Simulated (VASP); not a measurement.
# Hf in VASP: a series of runs

The runs below take Hf through single point, with PBE, LDA.

All numbers are computed with VASP 6.6.1; they aren't measurements. Logs are shortened: lines on timing, memory, paths and dates and some standing lists are left out, and cuts for length are marked.

### Step 1. The cell of the first run

The typed cell holds 1 atom: a = 3.126 Å, b = 3.094 Å, c = 3.103 Å, α = 62.14°, β = 61.14°, γ = 60.87°.

### Step 2. Single point, PBE

File INCAR:

```
SYSTEM = Hf
  ALGO = Normal
  EDIFF = 1E-7
  ENCUT = 520
  GGA = PE
  ISIF = 2
  ISMEAR = 1
  LASPH = .TRUE.
  LCHARG = .FALSE.
  LREAL = .FALSE.
  LWAVE = .FALSE.
  NBANDS = 11
  NELM = 100
  PREC = Accurate
  SIGMA = 0.1
```

File KPOINTS:

```
k-points
0
G
  7 7 7
  0 0 0
```

File POSCAR:

```
Hf
1.0
   -0.0434730000      2.2074770000      2.2133560000
    2.1627620000     -0.0426750000      2.2125580000
    2.1720080000      2.2159250000     -0.0519210000
Hf
1
Direct
    0.0019310000     -0.0112190000     -0.0034220000
```

Potentials or basis: VASP PAW PBE potentials, release 64 (Hf_pv).

Command:

```sh
$ cat potpaw_PBE.64/Hf_pv/POTCAR > POTCAR
$ mpirun -np 1 vasp_std > vasp.out
```

OUTCAR:

```text
SYSTEM = Hf
   EDIFF = 1E-7
   ENCUT = 520
   GGA = PE
   ISIF = 2
   ISMEAR = 1
   LASPH = .TRUE.
   LREAL = .FALSE.
   NELM = 100
   PREC = Accurate

 ion  position               nearest neighbor table
   1  0.002  0.989  0.997-

  Warning from LATTYP: Got some problem with cell dimensions!
  Tried to take original basis but could not verify dimensions!
  LATTYP: Found a triclinic cell.
 ALAT       =     5.3634381044
 B/A-ratio  =     0.5828921614
 C/A-ratio  =     0.5963182266
 COS(alpha) =     0.0026695479
 COS(beta)  =     0.2980868426
 COS(gamma) =     0.8637260840

  Lattice vectors:

 A1 = (   2.1192890000,   2.1648020000,   4.4259140000)
 A2 = (  -0.0434730000,   2.2074770000,   2.2133560000)
 A3 = (  -0.0092460000,  -2.2586000000,   2.2644790000)

Analysis of symmetry for initial positions (statically):
=====================================================================
 Subroutine PRICEL returns:
 Original cell was already a primitive cell.

 Routine SETGRP: Setting up the symmetry group for a
 triclinic supercell.

 Subroutine GETGRP returns: Found  2 space group operations
 (whereof  1 operations were pure point group operations)
 out of a pool of  2 trial point group operations.

The static configuration has the point symmetry C_1 .
 The point group associated with its full space group is S_2 .

Analysis of symmetry for dynamics (positions and initial velocities):
=====================================================================
 Subroutine PRICEL returns:
 Original cell was already a primitive cell.

 Routine SETGRP: Setting up the symmetry group for a
 triclinic supercell.

 Subroutine GETGRP returns: Found  2 space group operations
 (whereof  1 operations were pure point group operations)
 out of a pool of  2 trial point group operations.

The dynamic configuration has the point symmetry C_1 .
 The point group associated with its full space group is S_2 .

 Subroutine INISYM returns: Found  2 space group operations
 (whereof  1 operations are pure point group operations),
 and found     1 'primitive' translations

----------------------------------------------------------------------------------------

                                     Primitive cell

  volume of cell :      21.8821

  direct lattice vectors                    reciprocal lattice vectors
    -0.043473000  2.207477000  2.213356000    -0.223956942  0.224749351  0.223251432
     2.162762000 -0.042675000  2.212558000     0.229376827 -0.219593690  0.223515656
     2.172008000  2.215925000 -0.051921000     0.227520540  0.223157289 -0.218095771

  length of vectors
     3.126306029  3.094313095  3.103326948     0.387956421  0.388322503  0.386174231

  position of ions in fractional coordinates (direct lattice)
     0.001931000  0.988781000  0.996578000

  ion indices of the primitive-cell ions
   primitive index   ion index
                 1           1

----------------------------------------------------------------------------------------

 KPOINTS: k-points

Automatic generation of k-mesh.
 Grid dimensions read from file:
 generate k-points for:    7    7    7

 Generating k-lattice:

  Cartesian coordinates                     Fractional coordinates (reciprocal lattice)
    -0.031993849  0.032107050  0.031893062     0.142857143  0.000000000 -0.000000000
     0.032768118 -0.031370527  0.031930808     0.000000000  0.142857143  0.000000000
     0.032502934  0.031879613 -0.031156539    -0.000000000 -0.000000000  0.142857143

  Length of vectors
     0.055422346  0.055474643  0.055167747

  Shift w.r.t. Gamma in fractional coordinates (k-lattice)
     0.000000000  0.000000000  0.000000000

 Subroutine IBZKPT returns following result:
 ===========================================

 Found    172 irreducible k-points:

 Following reciprocal coordinates:
            Coordinates               Weight
  0.000000  0.000000  0.000000      1.000000
  0.142857  0.000000  0.000000      2.000000
  0.285714  0.000000  0.000000      2.000000
  0.428571  0.000000  0.000000      2.000000
  0.000000  0.142857 -0.000000      2.000000
  0.142857  0.142857  0.000000      2.000000
[... 16 lines left out ...]
 -0.428571  0.428571 -0.000000      2.000000
 -0.285714  0.428571 -0.000000      2.000000
 [... further k-points ...]
   k-points           NKPTS =    172   k-points in BZ     NKDIM =    172   number of bands    NBANDS=     11
   number of dos      NEDOS =    301   number of ions     NIONS =      1
   total plane-waves  NPLWV =  13824
   dimension x,y,z NGX =    24 NGY =   24 NGZ =   24
   dimension x,y,z NGXF=    48 NGYF=   48 NGZF=   48
   ions per type =               1
   NGX,Y,Z   is equivalent  to a cutoff of  12.76, 12.89, 12.86 a.u.
   NGXF,Y,Z  is equivalent  to a cutoff of  25.52, 25.79, 25.71 a.u.
 SYSTEM =  Hf
   PREC   = accura    normal or accurate (medium, high low for compatibility)
   ISTART =      0    job   : 0-new  1-cont  2-samecut
   ICHARG =      2    charge: 1-file 2-atom 10-const
   ISPIN  =      1    spin polarized calculation?
   LNONCOLLINEAR =      F non collinear calculations
   LSORBIT =      F    spin-orbit coupling
   LASPH  =      T    aspherical Exc in radial PAW
   ENCUT  =  520.0 eV  38.22 Ry    6.18 a.u.   5.81  5.75  5.77*2*pi/ulx,y,z
   NELM   =    100;   NELMIN=  2; NELMDL= -5     # of ELM steps
   EDIFF  = 0.1E-06   stopping-criterion for ELM
   LREAL  =      F    real-space projection
   EDIFFG = 0.1E-05   stopping-criterion for IOM
   NSW    =      0    number of steps for IOM
   IBRION =     -1    ionic relax: 0-MD 1-quasi-New 2-CG
   NFREE  =      0    steps in history (QN), initial steepest desc. (CG)
   ISIF   =      2    stress and relaxation
   ISYM   =      2    0-nonsym 1-usesym 2-fastsym
   POTIM  = 0.5000    time-step for ionic-motion
   TEBEG  =    0.0;   TEEND  =   0.0 temperature during run
   PSTRESS=    0.0 pullay stress
   NELECT =      10.0000    total number of electrons
   NUPDOWN=      -1.0000    fix difference up-down
   EMIN   =  10.00;   EMAX   =-10.00  energy-range for DOS
   EFERMI =   0.00;   METHOD = LEGACY
   ISMEAR =     1;   SIGMA  =   0.10  broadening in eV -4-tet -1-fermi 0-gaus
   EFERMI_NEDOS =   21; number of points for ismear=-14 and -15
   IALGO  =     38    algorithm
   IMIX   =      4    mixing-type and parameters
     AMIX     =   0.40;   BMIX     =  1.00
     AMIX_MAG =   1.60;   BMIX_MAG =  1.00
  volume/ion in A,a.u.               =      21.88       147.67
  Fermi-wavevector in a.u.,A,eV,Ry     =   1.260991  2.382927 21.634589  1.590097
  Thomas-Fermi vector in A             =   2.394472
   LORBIT       =      0    0 simple, 1 ext, 2 COOP (PROOUT), +10 PAW based schemes
   GGA     = PE    functional components
   LHFCALC =     F    Hartree Fock is set to
   AEXX    =    0.0000 exact exchange contribution
   IVDW    =     0    specifies the selected vdW correction
   LEPSILON=     F    determine dielectric tensor
   LRPA    =     F    only Hartree local field effects (RPA)
 non-spin polarized calculation
 Methfessel and Paxton  Order N= 1 SIGMA  =   0.10
  energy-cutoff  :      520.00
  volume of cell :       21.88
 maximum number of plane-waves:       599
   NGX = 11   NGY = 11   NGZ = 11

 number of electron      10.0000000 magnetization

 Free energy of the ion-electron system (eV)
  ---------------------------------------------------
  ext. energy  EPLUGINS =         0.00000000
  ---------------------------------------------------
  free energy    TOTEN  =        -9.82966104 eV

  energy without entropy =       -9.82728018  energy(sigma->0) =       -9.82886742

 E-fermi :   4.8773     XC(G=0): -11.3879

 val. band max:        4.8725662569   @ k =  -0.4286  -0.2857   0.4286
 cond. band min:       4.8793583377   @ k =   0.4286  -0.4286   0.2857
 fundamental gap:      0.0067920808
 Fermi energy:         4.8773323873

 k-point     1 :       0.0000    0.0000    0.0000
  band No.  band energies     occupation
      1     -25.0700      2.00000
      2     -25.0610      2.00000
      3     -25.0148      2.00000
      4      -2.3900      2.00000
      5       6.0225     -0.00000
      6       6.2043     -0.00000
      7       6.6660     -0.00000
      8       9.0056      0.00000
      9       9.3634      0.00000
     10      16.2767      0.00000
     11      18.0289      0.00000

 k-point     2 :       0.1429    0.0000    0.0000
  band No.  band energies     occupation
      1     -25.2302      2.00000
      2     -25.0882      2.00000
      3     -25.0405      2.00000
      4      -1.6936      2.00000
      5       5.5975     -0.00000
      6       6.2606     -0.00000
      7       6.9727      0.00000
      8       8.7831      0.00000
      9       9.0865      0.00000
     10      17.5580      0.00000
     11      18.0245      0.00000

 k-point     3 :       0.2857    0.0000    0.0000
  band No.  band energies     occupation
      1     -25.5970      2.00000
      2     -25.1346      2.00000
      3     -25.0885      2.00000
      4      -0.0639      2.00000
      5       4.8554      1.36082
      6       6.1836     -0.00000
      7       6.9992      0.00000
      8       9.3853      0.00000
      9       9.6240      0.00000
     10      15.9134      0.00000
     11      18.0276      0.00000

 k-point     4 :       0.4286    0.0000    0.0000
  band No.  band energies     occupation
      1     -25.8768      2.00000
      2     -25.1714      2.00000
      3     -25.1259      2.00000
      4       1.0571      2.00000
      5       5.2644     -0.00000
      6       5.7722     -0.00000
      7       6.5839     -0.00000
      8      10.8903      0.00000
      9      11.1271      0.00000
     10      14.6702      0.00000
     11      16.5503      0.00000
[... 239 lines left out ...]
 k-point    22 :       0.4286    0.4286   -0.0000
  band No.  band energies     occupation
      1     -25.8356      2.00000
      2     -25.3623      2.00000
      3     -25.3076      2.00000
      4       1.5455      2.00000
      5       2.8257      2.00000
      6       6.8627     -0.00000
      7      11.0063      0.00000
      8      11.2158      0.00000
      9      11.3325      0.00000
     10      15.9115      0.00000
     11      16.2908      0.00000

 k-point    23 :      -0.4286    0.4286   -0.0000
  band No.  band energies     occupation
      1     -25.8247      2.00000
      2     -25.4463      2.00000
      3     -25.3037      2.00000
      4       1.9306      2.00000
      5       2.9879      2.00000
      6       6.6308     -0.00000
      7      10.2464      0.00000
      8      11.5899      0.00000
      9      12.9727      0.00000
     10      13.1542      0.00000
     11      16.9206      0.00000

 k-point    24 :      -0.2857    0.4286   -0.0000
  band No.  band energies     occupation
      1     -25.7583      2.00000
      2     -25.4992      2.00000
      3     -25.2398      2.00000
      4       2.7162      2.00000
      5       3.5627      2.00000
      6       5.3176     -0.00000
      7       8.3430      0.00000
      8      11.0097      0.00000
      9      11.9227      0.00000
     10      14.2150      0.00000
     11      18.0174      0.00000

 [... further k-points ...]
[... 5 lines left out ...]
  --------------------------------------------------------------------------------------
  -------------------------------------------------------------------------------------
  Total        0.4259677      0.4106260      0.4248860      0.1610816      0.2294179      0.2454615
  in kB       31.1887805     30.0654786     31.1095817     11.7941777     16.7976697     17.9723622
  external PRESSURE =      30.7879470 kB  Pullay stress =       0.0000000 kB

 VOLUME and BASIS-vectors are now :
 -----------------------------------------------------------------------------
  energy-cutoff  :      520.00
  volume of cell :       21.88
      direct lattice vectors                 reciprocal lattice vectors
    -0.043473000  2.207477000  2.213356000    -0.223956942  0.224749351  0.223251432
     2.162762000 -0.042675000  2.212558000     0.229376827 -0.219593690  0.223515656
     2.172008000  2.215925000 -0.051921000     0.227520540  0.223157289 -0.218095771

 POSITION                                       TOTAL-FORCE (eV/Angst)
 -----------------------------------------------------------------------------------
      4.30299      2.17041      2.14027         0.000000      0.000000     -0.000000
 -----------------------------------------------------------------------------------
    total drift:                               -0.000000     -0.000000     -0.000002

  FREE ENERGIE OF THE ION-ELECTRON SYSTEM (eV)
  ---------------------------------------------------
  free  energy   TOTEN  =        -9.8296610365 eV

  energy  without entropy=       -9.8272801792  energy(sigma->0) =       -9.82886742
```

It took 10 s on 1 thread of Intel Xeon 6975P-C (Granite Rapids), shared host; peak memory 0.16 GiB.

Results:

```
Free energy            : -9.8297 eV
Pressure               : 3.1 GPa
Band gap on the k mesh : zero (band 5 reaches 6.02 eV, above the bottom of band 6 at 4.62 eV)
```

Stress tensor (GPa, compression positive):
```
3.12 1.18 1.80
1.18 3.01 1.68
1.80 1.68 3.11
```

Levels at points of the mesh, in eV from the Fermi level:
```csv
k point,band 3,band 4,band 5,band 6,band 7,band 8
"(0.00, 0.00, 0.00)",-29.89,-7.27,1.15,1.33,1.79,4.13
```

Caveat: spin-orbit coupling is left out, which moves the levels of the heavy elements.

### Step 3. Single point, LDA

File INCAR:

```
ALGO = Normal ; EDIFF = 1E-7
ENCUT = 520 ; ISIF = 2
ISMEAR = -1 ; LASPH = T
LCHARG = F ; LREAL = F
LWAVE = F ; NBANDS = 11
NELM = 100 ; PREC = Accurate
SIGMA = 0.05
```

File KPOINTS:

```
k-points
0
Gamma
  10 10 10
```

File POSCAR:

```
Hf
1.0
    0.0000000000      2.2200000000      2.2200000000
    2.2200000000      0.0000000000      2.2200000000
    2.2200000000      2.2200000000      0.0000000000
Hf
1
Direct
    0.0000000000      0.0000000000      0.0000000000
```

Potentials or basis: VASP PAW LDA potentials, release 64 (Hf_pv).

Command:

```sh
$ cat potpaw_LDA.64/Hf_pv/POTCAR > POTCAR
$ mpirun -np 1 vasp_std > vasp.out
```

OUTCAR:

```text
EDIFF = 1E-7
   ENCUT = 520
   ISIF = 2
   ISMEAR = -1
   LASPH = T
   LREAL = F
   NELM = 100
   PREC = Accurate

 ion  position               nearest neighbor table
   1  0.000  0.000  0.000-

  LATTYP: Found a face centered cubic cell.
 ALAT       =     4.4400000000

  Lattice vectors:

 A1 = (   0.0000000000,   2.2200000000,   2.2200000000)
 A2 = (   2.2200000000,   0.0000000000,   2.2200000000)
 A3 = (   2.2200000000,   2.2200000000,   0.0000000000)

Analysis of symmetry for initial positions (statically):
[... 505 lines left out ...]
      5       3.1964      2.00000
      6       5.6557      0.00000
      7       8.8771      0.00000
      8       9.9254      0.00000
      9      10.9824      0.00000
     10      16.6877      0.00000
     11      17.0089      0.00000

 [... further k-points ...]
[... 5 lines left out ...]
  --------------------------------------------------------------------------------------
  -------------------------------------------------------------------------------------
  Total       -0.7799949     -0.7799949     -0.7799949      0.0000000      0.0000000     -0.0000000
  in kB      -57.1101651    -57.1101651    -57.1101651      0.0000000      0.0000000     -0.0000000
  external PRESSURE =     -57.1101651 kB  Pullay stress =       0.0000000 kB

 VOLUME and BASIS-vectors are now :
 -----------------------------------------------------------------------------
  energy-cutoff  :      520.00
  volume of cell :       21.88
      direct lattice vectors                 reciprocal lattice vectors
     0.000000000  2.220000000  2.220000000    -0.225225225  0.225225225  0.225225225
     2.220000000  0.000000000  2.220000000     0.225225225 -0.225225225  0.225225225
     2.220000000  2.220000000  0.000000000     0.225225225  0.225225225 -0.225225225

 POSITION                                       TOTAL-FORCE (eV/Angst)
 -----------------------------------------------------------------------------------
      0.00000      0.00000      0.00000         0.000000      0.000000     -0.000000
 -----------------------------------------------------------------------------------
    total drift:                               -0.000000     -0.000000     -0.000000

  FREE ENERGIE OF THE ION-ELECTRON SYSTEM (eV)
  ---------------------------------------------------
  free  energy   TOTEN  =       -10.6192074175 eV

  energy  without entropy=      -10.6082964813  energy(sigma->0) =      -10.61375195
```

Wall time 12 s (1 thread of AMD EPYC 7R43 (Zen 3), shared host); peak memory 0.1 GiB.

What came out:

- Free energy: -10.6192 eV
- Pressure: -5.7 GPa
- Band gap on the k mesh: zero (band 5 reaches 6.11 eV, above the bottom of band 6 at 4.38 eV)

Caveat: spin-orbit coupling is left out, which moves the levels of the heavy elements.
